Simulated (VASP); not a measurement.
# Ir4Ru (P6_3/mmc) in VASP: further runs, part 2 of 2

VASP 6.6.1. Earlier steps stand in the parts before.

### 4 Relaxation of cell and atoms, PBE

Contents of INCAR:

```
PREC = Accurate ; ENCUT = 600
EDIFF = 1E-6 ; ISMEAR = 0
SIGMA = 0.1 ; LREAL = F
LASPH = T ; NELM = 100
ALGO = Normal ; ISIF = 3
LWAVE = F ; LCHARG = F
GGA = PE ; IBRION = 2
NSW = 90 ; EDIFFG = -0.04
```

Contents of KPOINTS:

```
Automatic mesh
0
Gamma
  6 6 1
```

Contents of POSCAR:

```
Ir4Ru
1.0
    2.7188851300      0.0000000000      0.0000000000
   -1.3594425600      2.3546235900      0.0000000000
    0.0000000000      0.0000000000     21.9415953000
Ru Ir
2 8
Direct
    0.3333333300      0.6666666700      0.7500000000
    0.6666666700      0.3333333300      0.2500000000
    0.3333333300      0.6666666700      0.9500000000
    0.3333333300      0.6666666700      0.1500000000
    0.3333333300      0.6666666700      0.3500000000
    0.3333333300      0.6666666700      0.5500000000
    0.6666666700      0.3333333300      0.0500000000
    0.6666666700      0.3333333300      0.4500000000
    0.6666666700      0.3333333300      0.6500000000
    0.6666666700      0.3333333300      0.8500000000
```

Potentials or basis: VASP PAW PBE potentials, release 64 (Ru_pv, Ir).

The run is started by

```
> cat potpaw_PBE.64/Ru_pv/POTCAR potpaw_PBE.64/Ir/POTCAR > POTCAR
> mpirun -np 1 vasp_std > vasp.out
```

OUTCAR:

```text
PREC = Accurate
   ENCUT = 600
   EDIFF = 1E-6
   ISMEAR = 0
   LREAL = F
   LASPH = T
   NELM = 100
   ISIF = 3
   GGA = PE
   IBRION = 2
   NSW = 90
   EDIFFG = -0.04

 ion  position               nearest neighbor table
   1  0.333  0.667  0.750-   9 2.70  10 2.70   9 2.70  10 2.70   9 2.70  10 2.70
   2  0.667  0.333  0.250-   4 2.70   5 2.70   4 2.70   5 2.70   4 2.70   5 2.70
   3  0.333  0.667  0.950-   7 2.70  10 2.70   7 2.70  10 2.70   7 2.70  10 2.70
   4  0.333  0.667  0.150-   2 2.70   7 2.70   2 2.70   7 2.70   2 2.70   7 2.70
   5  0.333  0.667  0.350-   2 2.70   8 2.70   2 2.70   8 2.70   2 2.70   8 2.70
   6  0.333  0.667  0.550-   8 2.70   9 2.70   8 2.70   9 2.70   8 2.70   9 2.70
   7  0.667  0.333  0.050-   3 2.70   4 2.70   3 2.70   4 2.70   3 2.70   4 2.70
   8  0.667  0.333  0.450-   6 2.70   5 2.70   6 2.70   5 2.70   6 2.70   5 2.70
   9  0.667  0.333  0.650-   1 2.70   6 2.70   1 2.70   6 2.70   1 2.70   6 2.70
  10  0.667  0.333  0.850-   1 2.70   3 2.70   1 2.70   3 2.70   1 2.70   3 2.70

  LATTYP: Found a hexagonal cell.
 ALAT       =     2.7188851300
 C/A-ratio  =     8.0700707279

  Lattice vectors:

 A1 = (   2.7188851300,   0.0000000000,   0.0000000000)
 A2 = (  -1.3594425600,   2.3546235900,   0.0000000000)
 A3 = (   0.0000000000,   0.0000000000,  21.9415953000)

Analysis of symmetry for initial positions (statically):
=====================================================================
 Subroutine PRICEL returns:
 Original cell was already a primitive cell.

 Routine SETGRP: Setting up the symmetry group for a
 hexagonal supercell.

 Subroutine GETGRP returns: Found 24 space group operations
 (whereof 12 operations were pure point group operations)
 out of a pool of 24 trial point group operations.

The static configuration has the point symmetry D_3d.
 The point group associated with its full space group is D_6h.

Analysis of symmetry for dynamics (positions and initial velocities):
=====================================================================
[... 133 lines left out ...]
   LORBIT       =      0    0 simple, 1 ext, 2 COOP (PROOUT), +10 PAW based schemes
   GGA     = PE    functional components
   LHFCALC =     F    Hartree Fock is set to
   AEXX    =    0.0000 exact exchange contribution
   IVDW    =     0    specifies the selected vdW correction
   LEPSILON=     F    determine dielectric tensor
   LRPA    =     F    only Hartree local field effects (RPA)
 conjugate gradient relaxation of ions
 non-spin polarized calculation
 Gauss-broadening in eV      SIGMA  =   0.10
  energy-cutoff  :      600.00
  volume of cell :      140.47
 maximum number of plane-waves:      4779
 NGX is ok and might be reduce to    24
   NGX = 11   NGY = 11   NGZ = 87

--------------------------------------- Ionic step        1  -------------------------------------------

 number of electron     100.0000005 magnetization

 Free energy of the ion-electron system (eV)
  ---------------------------------------------------
  ext. energy  EPLUGINS =         0.00000000
  ---------------------------------------------------
  free energy    TOTEN  =       -88.44691316 eV

  energy without entropy =      -88.36789591  energy(sigma->0) =      -88.40740453

------------------------ aborting loop because EDIFF is reached ----------------------------------------

  FORCE on cell =-STRESS in cart. coord.  units (eV):
  Direction    XX          YY          ZZ          XY          YZ          ZX
  --------------------------------------------------------------------------------------
  -------------------------------------------------------------------------------------
  Total       12.3084320     12.3084320      2.9744464      0.0000000      0.0000000      0.0000000
  in kB      140.3888970    140.3888967     33.9262750      0.0000003      0.0000000      0.0000000
  external PRESSURE =     104.9013562 kB  Pullay stress =       0.0000000 kB
[... 31 lines left out ...]
--------------------------------------- Ionic step        2  -------------------------------------------

 number of electron      99.9999996 magnetization

 E-fermi :   8.8355     XC(G=0): -13.2335

 val. band max:        8.8281874450   @ k =   0.1667   0.1667   0.0000
 cond. band min:       8.8433292527   @ k =   0.3333   0.3333   0.0000
 fundamental gap:      0.0151418077
 Fermi energy:         8.8355264794

 k-point     1 :       0.0000    0.0000    0.0000
  band No.  band energies     occupation
      1     -34.3762      2.00000
      2     -34.3762      2.00000
      3     -34.0068      2.00000
      4     -34.0068      2.00000
      5     -34.0068      2.00000
      6     -34.0068      2.00000
[... 737 lines left out ...]
--------------------------------------- Ionic step        9  -------------------------------------------

 number of electron     100.0000007 magnetization

 Free energy of the ion-electron system (eV)
  ---------------------------------------------------
  ext. energy  EPLUGINS =         0.00000000
  ---------------------------------------------------
  free energy    TOTEN  =       -88.72827152 eV

  energy without entropy =      -88.67170177  energy(sigma->0) =      -88.69998665

 E-fermi :  10.4523     XC(G=0): -13.8286

 val. band max:       10.4384140773   @ k =   0.1667   0.1667   0.0000
 cond. band min:      10.4663890491   @ k =   0.3333  -0.0000   0.0000
 fundamental gap:      0.0279749717
 Fermi energy:        10.4522888300

 k-point     1 :       0.0000    0.0000    0.0000
  band No.  band energies     occupation
      1     -33.0103      2.00000
      2     -33.0103      2.00000
      3     -32.5233      2.00000
      4     -32.5233      2.00000
      5     -32.5232      2.00000
      6     -32.5232      2.00000
[... 467 lines left out ...]
  FREE ENERGIE OF THE ION-ELECTRON SYSTEM (eV)
  ---------------------------------------------------
  free  energy   TOTEN  =       -88.7282715243 eV

  energy  without entropy=      -88.6717017667  energy(sigma->0) =      -88.69998665

 reached required accuracy - stopping structural energy minimisation
```

OSZICAR:

```text
N       E                     dE             d eps       ncg     rms          rms(c)
DAV:   1     0.137779230270E+04    0.13778E+04   -0.53197E+04   872   0.194E+03
DAV:   2     0.313084989630E+01   -0.13747E+04   -0.13368E+04   844   0.590E+02
DAV:   3    -0.889988225724E+02   -0.92130E+02   -0.84163E+02  1096   0.153E+02
DAV:   4    -0.947484779415E+02   -0.57497E+01   -0.54411E+01  1156   0.342E+01
[... 129 lines left out ...]
DAV:   5    -0.887282970258E+02    0.47713E-03   -0.19410E-03  1280   0.342E-01    0.652E-02
DAV:   6    -0.887282770767E+02    0.19949E-04   -0.13876E-04  1100   0.844E-02    0.292E-02
DAV:   7    -0.887282756195E+02    0.14572E-05   -0.37397E-05  1072   0.319E-02    0.208E-02
DAV:   8    -0.887282713799E+02    0.42396E-05   -0.14577E-05  1152   0.222E-02    0.342E-03
DAV:   9    -0.887282715243E+02   -0.14439E-06   -0.71803E-07   488   0.529E-03
   9 F= -.88728272E+02 E0= -.88699987E+02  d E =-.394453E-03
```

It took 18 min on 1 thread of Intel Xeon Platinum 8488C (Sapphire Rapids), shared host; peak memory 0.37 GiB.

What came out:

```
Free energy                           : -88.7283 eV
Relaxed volume                        : 14.47 Å³/atom
Relaxed cell                          : a = 2.768 Å, b = 2.768 Å, c = 21.806 Å, α = 90.00°, β = 90.00°, γ = 120.00°
Space group after relaxing (to 0.1 Å) : P6_3/mmc (No. 194)
Energy gained by relaxing             : 28.1 meV/atom
Ionic steps                           : 9
Pressure after relaxing               : -0.3 GPa
Largest force after relaxing          : 0.008 eV/Å
Band gap on the k mesh                : zero (bands 50 and 51 overlap by 2.51 eV)
```

Forces in eV/Å, atoms in the order of the input:
```
Ru   0.000  0.000  0.000
Ru   0.000  0.000  0.000
Ir   0.000  0.000 -0.003
Ir   0.000  0.000  0.008
Ir   0.000  0.000 -0.008
Ir   0.000  0.000  0.003
Ir   0.000  0.000  0.003
Ir   0.000  0.000 -0.003
Ir   0.000  0.000  0.008
Ir   0.000  0.000 -0.008
```

The path:
```
step  energy change (eV)  largest force (eV/Å)  pressure (GPa)  volume (Å³)
   1              0.0000                0.7952           10.49       140.47
   2              1.1347                0.1880          -26.36       159.91
   3             -0.2059                0.5621           -2.66       145.68
   4             -0.2067                0.5736           -2.01       145.39
   5             -0.2508                0.2113            1.34       144.08
   6             -0.2631                0.3060            0.13       144.50
   7             -0.2797                0.0889            0.10       144.49
   8             -0.2810                0.0765            0.10       144.49
   9             -0.2814                0.0080           -0.31       144.66
```

Final structure:
```yaml
crystal:
  lattice:
    - [2.76766, 0.00000, 0.00000]
    - [-1.38383, 2.39686, 0.00000]
    - [0.00000, 0.00000, 21.80620]
  atoms:
    - { symbol: Ru, position: [0.33333, 0.66667, 0.75000] }
    - { symbol: Ru, position: [0.66667, 0.33333, 0.25000] }
    - { symbol: Ir, position: [0.33333, 0.66667, 0.94969] }
    - { symbol: Ir, position: [0.33333, 0.66667, 0.15231] }
    - { symbol: Ir, position: [0.33333, 0.66667, 0.34769] }
    - { symbol: Ir, position: [0.33333, 0.66667, 0.55031] }
    - { symbol: Ir, position: [0.66667, 0.33333, 0.05031] }
    - { symbol: Ir, position: [0.66667, 0.33333, 0.44969] }
    - { symbol: Ir, position: [0.66667, 0.33333, 0.65231] }
    - { symbol: Ir, position: [0.66667, 0.33333, 0.84769] }
```

Caveat: the k points lie up to 0.44 Å⁻¹ apart in the final cell, too coarse for converged energies and pressures of a metal; spin-orbit coupling is left out, which moves the levels of the heavy elements.

### 5 Summary

| task | cell | cutoff (eV) | gap on the mesh (eV) | pressure (GPa) | largest force (eV/Å) |
| --- | --- | --- | --- | --- | --- |
| single point | a = 2.719, b = 2.719, c = 21.942 Å, angles 90.0, 90.0, 120.0°, 10 atoms, atomic positions A | 520 | none | 10.4 | 0.80 |
| single point | a = 2.766, b = 2.766, c = 21.784 Å, angles 90.0, 90.0, 120.0°, 10 atoms, atomic positions B | 520 | none | 0.3 | 0.02 |
| relaxation of cell and atoms | relaxed from a = 2.719, b = 2.719, c = 21.942 Å, angles 90.0, 90.0, 120.0°, 10 atoms, atomic positions A | 600 | none | -0.3 | 0.01 |

Alike in all rows: level PBE; potentials or basis VASP PAW PBE potentials, release 64 (Ru_pv, Ir); no spin polarisation; k mesh 6 × 6 × 1; smearing gaussian 0.1 eV.

Caveats: all runs use coarse meshes; spin-orbit coupling is left out, which moves the levels of the heavy elements.

Absolute energies hang on the potentials; compare differences alone.
